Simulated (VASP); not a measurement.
# Au (Fm-3m) in VASP: a series of runs

The runs below take Au through single point, with r2SCAN.

Program: VASP 6.6.1. These are calculated values, not measurements. Logs are shortened: lines on timing, memory, paths and dates and some standing lists are left out, and cuts for length are marked.

### 1 The cell of the first run

Symmetry: Fm-3m, No. 225, cubic system. Conventional cell: a = 4.123 Å, b = 4.123 Å, c = 4.123 Å, α = 90.00°, β = 90.00°, γ = 90.00°. Au (site symmetry m-3m) has 12 Au at 2.92 Å within 3.8 Å.

### 2 Single point, r2SCAN

Input file POSCAR:

```
Au
1.0
    0.0000000000      2.0615246536      2.0615246536
    2.0615246536      0.0000000000      2.0615246536
    2.0615246536      2.0615246536      0.0000000000
Au
1
Direct
    0.0000000000      0.0000000000      0.0000000000
```

Input file INCAR.step1:

```
SYSTEM = Au
  PREC = Accurate
  ENCUT = 520
  ISMEAR = 0
  SIGMA = 0.03
  LREAL = .FALSE.
  LASPH = .TRUE.
  NELM = 80
  NBANDS = 12
  GGA = PE
  ALGO = Normal
  EDIFF = 1E-4
  LWAVE = .TRUE.
  LCHARG = .FALSE.
```

Input file INCAR.step2:

```
SYSTEM = Au
  PREC = Accurate
  ENCUT = 520
  EDIFF = 1E-7
  ISMEAR = 0
  SIGMA = 0.03
  LREAL = .FALSE.
  LASPH = .TRUE.
  NELM = 80
  ALGO = Normal
  ISIF = 2
  LWAVE = .FALSE.
  LCHARG = .TRUE.
  METAGGA = R2SCAN
  LMIXTAU = .TRUE.
  LELF = .TRUE.
  LVHAR = .TRUE.
  NBANDS = 12
  ISTART = 1
```

Input file KPOINTS:

```
Automatic mesh
0
G
  13 13 13
  0 0 0
```

Potentials or basis: VASP PAW PBE potentials, release 64 (Au).

Launch:

```bash
$ cat potpaw_PBE.64/Au/POTCAR > POTCAR
$ cp INCAR.step1 INCAR
$ mpirun -np 1 vasp_std > vasp.out
$ cp INCAR.step2 INCAR
$ mpirun -np 1 vasp_std > vasp.out
```

OUTCAR:

```text
SYSTEM = Au
   PREC = Accurate
   ENCUT = 520
   EDIFF = 1E-7
   ISMEAR = 0
   LREAL = .FALSE.
   LASPH = .TRUE.
   NELM = 80
   ISIF = 2
   METAGGA = R2SCAN
   ISTART = 1

 ion  position               nearest neighbor table
   1  0.000  0.000  0.000-

  LATTYP: Found a face centered cubic cell.
 ALAT       =     4.1230493072

  Lattice vectors:

 A1 = (   0.0000000000,   2.0615246536,   2.0615246536)
 A2 = (   2.0615246536,   0.0000000000,   2.0615246536)
 A3 = (   2.0615246536,   2.0615246536,   0.0000000000)

Analysis of symmetry for initial positions (statically):
=====================================================================
 Subroutine PRICEL returns:
 Original cell was already a primitive cell.

 Routine SETGRP: Setting up the symmetry group for a
 face centered cubic supercell.

 Subroutine GETGRP returns: Found 48 space group operations
 (whereof 48 operations were pure point group operations)
 out of a pool of 48 trial point group operations.

The static configuration has the point symmetry O_h .

Analysis of symmetry for dynamics (positions and initial velocities):
=====================================================================
 Subroutine PRICEL returns:
 Original cell was already a primitive cell.

 Routine SETGRP: Setting up the symmetry group for a
 face centered cubic supercell.

 Subroutine GETGRP returns: Found 48 space group operations
 (whereof 48 operations were pure point group operations)
 out of a pool of 48 trial point group operations.

The dynamic configuration has the point symmetry O_h .

 Subroutine INISYM returns: Found 48 space group operations
 (whereof 48 operations are pure point group operations),
 and found     1 'primitive' translations

----------------------------------------------------------------------------------------

                                     Primitive cell

  volume of cell :      17.5225

  direct lattice vectors                    reciprocal lattice vectors
     0.000000000  2.061524654  2.061524654    -0.242538938  0.242538938  0.242538938
     2.061524654  0.000000000  2.061524654     0.242538938 -0.242538938  0.242538938
     2.061524654  2.061524654  0.000000000     0.242538938  0.242538938 -0.242538938

  length of vectors
     2.915436124  2.915436124  2.915436124     0.420089763  0.420089763  0.420089763

  position of ions in fractional coordinates (direct lattice)
     0.000000000  0.000000000  0.000000000

  ion indices of the primitive-cell ions
   primitive index   ion index
                 1           1

----------------------------------------------------------------------------------------

 KPOINTS: Automatic mesh

Automatic generation of k-mesh.
 Grid dimensions read from file:
 generate k-points for:   13   13   13

 Generating k-lattice:

  Cartesian coordinates                     Fractional coordinates (reciprocal lattice)
    -0.018656841  0.018656841  0.018656841     0.076923077  0.000000000  0.000000000
     0.018656841 -0.018656841  0.018656841     0.000000000  0.076923077  0.000000000
     0.018656841  0.018656841 -0.018656841     0.000000000  0.000000000  0.076923077

  Length of vectors
     0.032314597  0.032314597  0.032314597

  Shift w.r.t. Gamma in fractional coordinates (k-lattice)
     0.000000000  0.000000000  0.000000000

 Subroutine IBZKPT returns following result:
 ===========================================

 Found     84 irreducible k-points:

 Following reciprocal coordinates:
            Coordinates               Weight
  0.000000  0.000000  0.000000      1.000000
  0.076923  0.000000  0.000000      8.000000
  0.153846  0.000000  0.000000      8.000000
  0.230769  0.000000  0.000000      8.000000
  0.307692  0.000000  0.000000      8.000000
  0.384615  0.000000  0.000000      8.000000
[... 16 lines left out ...]
  0.384615  0.153846  0.000000     24.000000
  0.461538  0.153846  0.000000     24.000000
 [... further k-points ...]
   k-points           NKPTS =     84   k-points in BZ     NKDIM =     84   number of bands    NBANDS=     12
   number of dos      NEDOS =    301   number of ions     NIONS =      1
   total plane-waves  NPLWV =  13824
   dimension x,y,z NGX =    24 NGY =   24 NGZ =   24
   dimension x,y,z NGXF=    48 NGYF=   48 NGZF=   48
   ions per type =               1
   NGX,Y,Z   is equivalent  to a cutoff of  13.69, 13.69, 13.69 a.u.
   NGXF,Y,Z  is equivalent  to a cutoff of  27.37, 27.37, 27.37 a.u.
 SYSTEM =  Au
   PREC   = accura    normal or accurate (medium, high low for compatibility)
   ISTART =      1    job   : 0-new  1-cont  2-samecut
   ICHARG =      0    charge: 1-file 2-atom 10-const
   ISPIN  =      1    spin polarized calculation?
   LNONCOLLINEAR =      F non collinear calculations
   LSORBIT =      F    spin-orbit coupling
   LASPH  =      T    aspherical Exc in radial PAW
   ENCUT  =  520.0 eV  38.22 Ry    6.18 a.u.   5.42  5.42  5.42*2*pi/ulx,y,z
   NELM   =     80;   NELMIN=  2; NELMDL=  0     # of ELM steps
   EDIFF  = 0.1E-06   stopping-criterion for ELM
   LREAL  =      F    real-space projection
   EDIFFG = 0.1E-05   stopping-criterion for IOM
   NSW    =      0    number of steps for IOM
   IBRION =     -1    ionic relax: 0-MD 1-quasi-New 2-CG
   NFREE  =      0    steps in history (QN), initial steepest desc. (CG)
   ISIF   =      2    stress and relaxation
   ISYM   =      2    0-nonsym 1-usesym 2-fastsym
   POTIM  = 0.5000    time-step for ionic-motion
   TEBEG  =    0.0;   TEEND  =   0.0 temperature during run
   PSTRESS=    0.0 pullay stress
   NELECT =      11.0000    total number of electrons
   NUPDOWN=      -1.0000    fix difference up-down
   EMIN   =  10.00;   EMAX   =-10.00  energy-range for DOS
   EFERMI =   0.00;   METHOD = LEGACY
   ISMEAR =     0;   SIGMA  =   0.03  broadening in eV -4-tet -1-fermi 0-gaus
   EFERMI_NEDOS =   21; number of points for ismear=-14 and -15
   IALGO  =     38    algorithm
   IMIX   =      4    mixing-type and parameters
     AMIX     =   0.40;   BMIX     =  1.00
     AMIX_MAG =   1.60;   BMIX_MAG =  1.00
  volume/ion in A,a.u.               =      17.52       118.25
  Fermi-wavevector in a.u.,A,eV,Ry     =   1.401761  2.648944 26.734535  1.964933
  Thomas-Fermi vector in A             =   2.524590
   LORBIT       =      0    0 simple, 1 ext, 2 COOP (PROOUT), +10 PAW based schemes
   METAGGA = R2SCAN    functional components
   LHFCALC =     F    Hartree Fock is set to
   AEXX    =    0.0000 exact exchange contribution
   IVDW    =     0    specifies the selected vdW correction
   LEPSILON=     F    determine dielectric tensor
   LRPA    =     F    only Hartree local field effects (RPA)
 non-spin polarized calculation
 Gauss-broadening in eV      SIGMA  =   0.03
  energy-cutoff  :      520.00
  volume of cell :       17.52
 maximum number of plane-waves:       495
 NGX is ok and might be reduce to    24
   NGX = 11   NGY = 11   NGZ = 11

 number of electron      11.0000001 magnetization

 Free energy of the ion-electron system (eV)
  ---------------------------------------------------
  ext. energy  EPLUGINS =         0.00000000
  ---------------------------------------------------
  free energy    TOTEN  =       -50.59582326 eV

  energy without entropy =      -50.59575450  energy(sigma->0) =      -50.59578888

 E-fermi :   9.0001     XC(G=0): -13.4365

 val. band max:        8.9628933435   @ k =  -0.4615   0.0769   0.0000
 cond. band min:       9.0427628695   @ k =   0.4615   0.3846   0.0000
 fundamental gap:      0.0798695260
 Fermi energy:         9.0001004007

 k-point     1 :       0.0000    0.0000    0.0000
  band No.  band energies     occupation
      1      -0.9233      2.00000
      2       4.0669      2.00000
      3       4.0669      2.00000
      4       4.0669      2.00000
      5       5.5250      2.00000
      6       5.5250      2.00000
      7      24.2196      0.00000
      8      28.1468      0.00000
      9      28.1468      0.00000
     10      28.1468      0.00000
     11      33.3308      0.00000
     12      37.4851      0.00000

 k-point     2 :       0.0769    0.0000    0.0000
  band No.  band energies     occupation
      1      -0.7152      2.00000
      2       4.0046      2.00000
      3       4.1357      2.00000
      4       4.1357      2.00000
      5       5.4963      2.00000
      6       5.4963      2.00000
      7      24.4371      0.00000
      8      26.8722      0.00000
      9      28.3736      0.00000
     10      28.3736      0.00000
     11      34.0291      0.00000
     12      35.9125      0.00000

 k-point     3 :       0.1538    0.0000    0.0000
  band No.  band energies     occupation
      1      -0.1274      2.00000
      2       3.8811      2.00000
      3       4.2855      2.00000
      4       4.2855      2.00000
      5       5.4722      2.00000
      6       5.4722      2.00000
      7      24.0131      0.00000
      8      25.3015      0.00000
      9      28.9524      0.00000
     10      28.9524      0.00000
     11      32.2741      0.00000
     12      34.4705      0.00000
[... 286 lines left out ...]
 k-point    23 :       0.3846    0.1538    0.0000
  band No.  band energies     occupation
      1       1.9850      2.00000
      2       3.7750      2.00000
      3       4.0469      2.00000
      4       4.6969      2.00000
      5       6.5465      2.00000
      6       6.9701      2.00000
      7      17.2760      0.00000
      8      24.6692      0.00000
      9      24.7630      0.00000
     10      26.4320      0.00000
     11      33.0885      0.00000
     12      34.4727      0.00000

 k-point    24 :       0.4615    0.1538    0.0000
  band No.  band energies     occupation
      1       2.0563      2.00000
      2       3.7749      2.00000
      3       4.5634      2.00000
      4       4.6359      2.00000
      5       6.7497      2.00000
      6       8.5536      2.00000
      7      14.2502      0.00000
      8      23.6708      0.00000
      9      24.6698      0.00000
     10      25.6272      0.00000
     11      34.6428      0.00000
     12      35.4039      0.00000

 [... further k-points ...]

------------------------ aborting loop because EDIFF is reached ----------------------------------------

  FORCE on cell =-STRESS in cart. coord.  units (eV):
  Direction    XX          YY          ZZ          XY          YZ          ZX
  --------------------------------------------------------------------------------------
  -------------------------------------------------------------------------------------
  Total        0.0086555      0.0086555      0.0086555      0.0000000      0.0000000     -0.0000000
  in kB        0.7914239      0.7914239      0.7914239      0.0000000      0.0000000     -0.0000000
  external PRESSURE =       0.7914239 kB  Pullay stress =       0.0000000 kB

 VOLUME and BASIS-vectors are now :
 -----------------------------------------------------------------------------
  energy-cutoff  :      520.00
  volume of cell :       17.52
      direct lattice vectors                 reciprocal lattice vectors
     0.000000000  2.061524654  2.061524654    -0.242538938  0.242538938  0.242538938
     2.061524654  0.000000000  2.061524654     0.242538938 -0.242538938  0.242538938
     2.061524654  2.061524654  0.000000000     0.242538938  0.242538938 -0.242538938

 POSITION                                       TOTAL-FORCE (eV/Angst)
 -----------------------------------------------------------------------------------
      0.00000      0.00000      0.00000         0.000000     -0.000000      0.000000
 -----------------------------------------------------------------------------------
    total drift:                               -0.000000     -0.000000     -0.000000

  FREE ENERGIE OF THE ION-ELECTRON SYSTEM (eV)
  ---------------------------------------------------
  free  energy   TOTEN  =       -50.5958232614 eV

  energy  without entropy=      -50.5957544976  energy(sigma->0) =      -50.59578888
```

It took 2.4 min on 1 thread of AMD EPYC 7R13, shared host; peak memory 0.12 GiB.

Results:

```yaml
Free_energy: -50.5958 eV
Pressure: 0.1 GPa
```

Caveat: the PAW data sets were made with another functional, which shifts forces and pressure a little; spin-orbit coupling is left out, which moves the levels of the heavy elements.

### 3 Single point, r2SCAN

POSCAR is that of step 2.

Input file INCAR.step1:

```
SYSTEM = Au
  PREC = Accurate
  ENCUT = 520
  ISMEAR = 0
  SIGMA = 0.1
  LREAL = .False.
  LASPH = .True.
  NELM = 100
  NBANDS = 12
  GGA = PE
  ALGO = Normal
  EDIFF = 1E-4
  LWAVE = .True.
  LCHARG = .False.
```

Input file INCAR.step2:

```
SYSTEM = Au
  PREC = Accurate
  ENCUT = 520
  EDIFF = 1E-6
  ISMEAR = 0
  SIGMA = 0.1
  LREAL = .False.
  LASPH = .True.
  NELM = 100
  ALGO = Normal
  ISIF = 2
  LWAVE = .False.
  LCHARG = .True.
  METAGGA = R2SCAN
  LMIXTAU = .True.
  LELF = .True.
  LVHAR = .True.
  NBANDS = 12
  ISTART = 1
```

Input file KPOINTS:

```
Automatic mesh
0
Gamma
  13 13 13
  0 0 0
```

Potentials or basis: VASP PAW PBE potentials, release 64 (Au).

Launch:

```bash
$ cat potpaw_PBE.64/Au/POTCAR > POTCAR
$ cp INCAR.step1 INCAR
$ mpirun -np 1 vasp_std > vasp.out
$ cp INCAR.step2 INCAR
$ mpirun -np 1 vasp_std > vasp.out
```

Wall time 2.6 min (1 thread of AMD EPYC 7R13, shared host); peak memory 0.12 GiB.

The run converged. Its results:

```
Free energy : -50.5966 eV
Pressure    : 0.1 GPa
```

Levels at points of the mesh, in eV from the Fermi level:
| k point | band 4 | band 5 | band 6 | band 7 | band 8 | band 9 |
| --- | --- | --- | --- | --- | --- | --- |
| (0.00, 0.00, 0.00) | -4.94 | -3.49 | -3.49 | 15.21 | 19.13 | 19.13 |

Caveat: the PAW data sets were made with another functional, which shifts forces and pressure a little; spin-orbit coupling is left out, which moves the levels of the heavy elements.

### 4 Single point, r2SCAN

POSCAR is that of step 3.

Input file INCAR.step1:

```
ALGO     = Normal         # electronic algorithm
EDIFF    = 1E-4           # SCF threshold, eV
ENCUT    = 520            # plane-wave cutoff, eV
GGA      = PE             # functional
ISMEAR   = 0              # smearing method
LASPH    = T              # aspherical terms in the spheres
LCHARG   = F              # write CHGCAR
LREAL    = F              # projectors in reciprocal space
LWAVE    = T              # write WAVECAR
NBANDS   = 12             # bands
NELM     = 60             # most SCF steps
PREC     = Accurate       # precision mode
SIGMA    = 0.2            # smearing width, eV
```

Input file INCAR.step2:

```
ALGO     = Normal         # electronic algorithm
EDIFF    = 1E-6           # SCF threshold, eV
ENCUT    = 520            # plane-wave cutoff, eV
ISIF     = 2              # what is computed and relaxed
ISMEAR   = 0              # smearing method
ISTART   = 1            
LASPH    = T              # aspherical terms in the spheres
LCHARG   = F              # write CHGCAR
LMIXTAU  = T            
LREAL    = F              # projectors in reciprocal space
LWAVE    = F              # write WAVECAR
METAGGA  = R2SCAN         # meta-GGA
NBANDS   = 12             # bands
NELM     = 60             # most SCF steps
PREC     = Accurate       # precision mode
SIGMA    = 0.2            # smearing width, eV
```

Input file KPOINTS:

```
k-points
0
Gamma
  13 13 13
```

Launch:

```bash
$ cat potpaw_PBE.64/Au/POTCAR > POTCAR
$ cp INCAR.step1 INCAR
$ mpirun -np 1 vasp_std > vasp.out
$ cp INCAR.step2 INCAR
$ mpirun -np 1 vasp_std > vasp.out
```

Run time: 2.8 min. Hardware: 1 thread of AMD EPYC 7R13, shared host; peak memory 0.12 GiB.

The run converged. Its results:

```
Free energy : -50.5989 eV
Pressure    : 0.2 GPa
```

Levels at points of the mesh, in eV from the Fermi level:
| k point | band 3 | band 4 | band 5 | band 6 | band 7 | band 8 | band 9 | band 10 |
| --- | --- | --- | --- | --- | --- | --- | --- | --- |
| (0.00, 0.00, 0.00) | -4.94 | -4.94 | -3.48 | -3.48 | 15.21 | 19.14 | 19.14 | 19.14 |

Caveat: the PAW data sets were made with another functional, which shifts forces and pressure a little; spin-orbit coupling is left out, which moves the levels of the heavy elements.

### 5 Overview

| smearing | gap on the mesh (eV) | pressure (GPa) |
| --- | --- | --- |
| gaussian 0.03 eV | none | 0.1 |
| gaussian 0.1 eV | none | 0.1 |
| gaussian 0.2 eV | none | 0.2 |

Alike in all rows: task single point; level r2SCAN; potentials or basis VASP PAW PBE potentials, release 64 (Au); no spin polarisation; cell as given; k mesh 13 × 13 × 13; cutoff (eV) 520.

Every run on the cell as given and a fine mesh finds a metal.

Caveats: the PAW data sets were made with another functional, which shifts forces and pressure a little; spin-orbit coupling is left out, which moves the levels of the heavy elements.

Absolute energies hang on the potentials; compare differences alone.
